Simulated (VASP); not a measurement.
## BeTe (b): single point with PBE

The system is BeTe (b).

```
CELL_PARAMETERS angstrom
0.00000 2.83217 2.83217
2.83217 0.00000 2.83217
2.83217 2.83217 0.00000
ATOMIC_POSITIONS crystal
Be 0.00000 0.00000 0.00000
Te 0.25000 0.25000 0.25000
```

```json
{"Program": "VASP 6.6.1", "Task": "single point", "Functional": "PBE", "Potentials or basis": "VASP PAW PBE potentials, release 64 (Be, Te)", "Cutoff": "600 eV", "k mesh": "8 × 8 × 8", "Occupations": "gaussian, width 0.02 eV", "Spin": "no spin polarisation", "Dipole correction": "no", "Further INCAR settings": "ALGO = Normal; EDIFF = 1e-06; NBANDS = 11"}
```

The pressure is 0.1 GPa and the band gap on the k mesh is 2.02 eV, indirect (least direct gap 3.62 eV).

Levels at points of the mesh, in eV from the valence-band top:
```csv
k point,band 1,band 2,band 3,band 4,band 5,band 6,band 7,band 8,band 9
"(0.00, 0.00, 0.00)",-12.18,0.00,0.00,0.00,3.62,3.62,3.62,3.70,8.29
"(0.50, 0.00, 0.00)",-10.88,-5.43,-1.10,-1.10,3.03,4.60,4.60,7.82,10.86
"(0.50, 0.50, 0.00)",-10.41,-5.02,-2.58,-2.58,2.02,2.69,9.60,9.60,11.45
```

Run time: 9.4 s on 1 thread of AMD EPYC 9R45 96-Core Processor (Zen 5), on a shared host, peak memory 0.15 GiB.

Caveat: spin-orbit coupling is left out, which moves the levels of the heavy elements. Expect the measured gap to be larger: semilocal functionals such as PBE lack the derivative discontinuity.
